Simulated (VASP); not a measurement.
# TiO2 (I4_1/amd) in VASP: further runs, part 3 of 3

VASP 6.6.1.

### 6 Single point, PBE+U (c/a of the conventional cell at fixed volume 2.2204)

INCAR reads:

```
PREC     = Accurate       # precision mode
ENCUT    = 520            # plane-wave cutoff, eV
EDIFF    = 1E-7           # SCF threshold, eV
ISMEAR   = 0              # smearing method
SIGMA    = 0.05           # smearing width, eV
LREAL    = F              # projectors in reciprocal space
LASPH    = T              # aspherical terms in the spheres
NELM     = 150            # most SCF steps
ALGO     = Normal         # electronic algorithm
ISIF     = 2              # what is computed and relaxed
LWAVE    = F              # write WAVECAR
LCHARG   = F              # write CHGCAR
LMAXMIX  = 4              # l up to which the mixer works
LDAU     = T              # DFT+U
LDAUTYPE = 2            
LDAUL    = 2 -1           # shell
LDAUU    = 4 0            # U, eV
LDAUJ    = 0 0          
LDAUPRINT= 1            
GGA      = PE             # functional
NBANDS   = 33             # bands
```

KPOINTS reads:

```
regular mesh
0
Gamma
  8 8 8
```

POSCAR reads:

```
TiO2
1.0
   -2.0018915300      2.0018915300      4.4449999531
    2.0018915300     -2.0018915300      4.4449999531
    2.0018915300      2.0018915300     -4.4449999531
Ti O
2 4
Direct
    0.0000000000      0.0000000000      0.0000000000
    0.7500000000      0.2500000000      0.5000000000
    0.1898900642      0.1898900642      0.0000000000
    0.9398900642      0.4398900642      0.5000000000
    0.5601099358      0.0601099358      0.5000000000
    0.8101099358      0.8101099358      0.0000000000
```

Potentials or basis: VASP PAW PBE potentials, release 64 (Ti_sv, O).

Launch:

```sh
$ cat potpaw_PBE.64/Ti_sv/POTCAR potpaw_PBE.64/O/POTCAR > POTCAR
$ mpirun -np 1 vasp_std > vasp.out
```

OUTCAR:

```text
PREC = Accurate
   ENCUT = 520
   EDIFF = 1E-7
   ISMEAR = 0
   LREAL = F
   LASPH = T
   NELM = 150
   ISIF = 2
   GGA = PE

 ion  position               nearest neighbor table
   1  0.000  0.000  0.000-   3 1.69   6 1.69   4 2.07   5 2.07   5 2.07   4 2.07
   2  0.750  0.250  0.500-   4 1.69   5 1.69   6 2.07   3 2.07   6 2.07   3 2.07
   3  0.190  0.190  0.000-   1 1.69   2 2.07   2 2.07
   4  0.940  0.440  0.500-   2 1.69   1 2.07   1 2.07
   5  0.560  0.060  0.500-   2 1.69   1 2.07   1 2.07
   6  0.810  0.810  0.000-   1 1.69   2 2.07   2 2.07

  LATTYP: Found a body centered tetragonal cell.
 ALAT       =     4.0037830600
 C/A-ratio  =     2.2203999999

  Lattice vectors:

 A1 = (  -2.0018915300,   2.0018915300,   4.4449999531)
 A2 = (   2.0018915300,  -2.0018915300,   4.4449999531)
 A3 = (   2.0018915300,   2.0018915300,  -4.4449999531)

Analysis of symmetry for initial positions (statically):
=====================================================================
 Subroutine PRICEL returns:
 Original cell was already a primitive cell.

 Routine SETGRP: Setting up the symmetry group for a
[... 244 lines left out ...]
  free energy    TOTEN  =       -44.62444936 eV

  energy without entropy =      -44.62444936  energy(sigma->0) =      -44.62444936

 E-fermi :   3.3904     XC(G=0): -10.3449

 val. band max:        3.0779099005   @ k =   0.0000   0.0000   0.0000
 cond. band min:       6.0440036682   @ k =   0.0000   0.0000   0.0000
 fundamental gap:      2.9660937678
 Fermi energy:         3.3903894561

 k-point     1 :       0.0000    0.0000    0.0000
  band No.  band energies     occupation
      1     -53.7911      2.00000
      2     -53.7113      2.00000
      3     -30.6425      2.00000
      4     -30.1604      2.00000
      5     -30.0006      2.00000
      6     -30.0006      2.00000
[... 853 lines left out ...]
     32       9.7888      0.00000
     33      10.8391      0.00000

 [... further k-points ...]
[... 5 lines left out ...]
  --------------------------------------------------------------------------------------
  -------------------------------------------------------------------------------------
  Total        1.0775926      1.0775926     50.6719768      0.0000000      0.0000000      0.0000000
  in kB       24.2299393     24.2299393   1139.3721326      0.0000000      0.0000000      0.0000000
  external PRESSURE =     395.9440037 kB  Pullay stress =       0.0000000 kB

 VOLUME and BASIS-vectors are now :
 -----------------------------------------------------------------------------
  energy-cutoff  :      520.00
  volume of cell :       71.25
      direct lattice vectors                 reciprocal lattice vectors
    -2.001891530  2.001891530  4.444999953     0.000000000  0.249763782  0.112485940
     2.001891530 -2.001891530  4.444999953     0.249763782  0.000000000  0.112485940
     2.001891530  2.001891530 -4.444999953     0.249763782  0.249763782  0.000000000

 POSITION                                       TOTAL-FORCE (eV/Angst)
 -----------------------------------------------------------------------------------
      0.00000      0.00000      0.00000         0.000000      0.000000      0.000000
      0.00000      2.00189      2.22250         0.000000      0.000000      0.000000
      0.00000      0.00000      1.68812        -0.000000      0.000000      8.565693
      0.00000      2.00189      3.91062         0.000000     -0.000000      8.565693
      0.00000      2.00189      0.53438         0.000000     -0.000000     -8.565693
      0.00000      0.00000      7.20188        -0.000000      0.000000     -8.565693
 -----------------------------------------------------------------------------------
    total drift:                                0.000000      0.000000     -0.000000

  FREE ENERGIE OF THE ION-ELECTRON SYSTEM (eV)
  ---------------------------------------------------
  free  energy   TOTEN  =       -44.6244493569 eV

  energy  without entropy=      -44.6244493569  energy(sigma->0) =      -44.62444936
```

Run time: 2.2 min. Hardware: 1 thread of AMD EPYC 9R45 (Zen 5), shared host; peak memory 0.26 GiB.

What came out:

| Property | Result |
| --- | --- |
| Free energy | -44.6244 eV |
| Pressure | 39.6 GPa |
| Largest force | 8.566 eV/Å |
| Band gap on the k mesh | 2.97 eV, direct |

Forces on the atoms (eV/Å):
```
Ti   0.000  0.000  0.000
Ti   0.000  0.000  0.000
O    0.000  0.000  8.566
O    0.000  0.000  8.566
O    0.000  0.000 -8.566
O    0.000  0.000 -8.566
```

Stress tensor (GPa, compression positive):
```
  2.42   0.00   0.00
  0.00   2.42   0.00
  0.00   0.00 113.94
```

Eigenvalues of the final occupation matrices:
```tsv
site	spin	trace	eigenvalues
site 1 d	1	0.92	0.05 0.15 0.15 0.17 0.40
site 1 d	2	0.92	0.05 0.15 0.15 0.17 0.40
site 2 d	1	0.92	0.05 0.15 0.15 0.17 0.40
site 2 d	2	0.92	0.05 0.15 0.15 0.17 0.40
```

Caveat: forces of over 1 eV/Å act on the atoms, so gaps and moduli don't describe the material at rest.
